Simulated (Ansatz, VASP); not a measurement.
Two plane-wave programs on AlN

```xyz
4
Lattice="3.1067 0.0000 0.0000 -1.5533 2.6905 0.0000 0.0000 0.0000 4.9784" Properties=species:S:1:pos:R:3 pbc="T T T"
Al    0.0000    1.7936    0.0084
Al    1.5533    0.8968    2.4976
N     0.0000    1.7936    1.9083
N     1.5533    0.8968    4.3975
```

Alike in both runs: task single point; functional r2SCAN; k mesh 12 × 12 × 6; occupations gaussian, width 0.05 eV; no spin polarisation.

```csv
,VASP,Ansatz
version,VASP 6.6.1,Ansatz 0.2.0
potentials or method,"VASP PAW PBE potentials, release 64 (Al, N), cutoff 520 eV","scalar-relativistic, plane waves, PAW"
valence electrons in the cell,16,16
```

VASP gave:

```
gap on the k mesh at the Fermi level (eV) : 4.92
least direct gap on the mesh (eV)         : 4.92
pressure (GPa)                            : -0.4
```

Q: What did Ansatz give for the same quantities?

A: gap on the k mesh at the Fermi level (eV): 4.88; least direct gap on the mesh (eV): 4.88; pressure (GPa): 0.0.

VASP's potentials were made for PBE, not for r2SCAN. With one functional, cell and mesh, what is left measures potentials, basis and numerics.
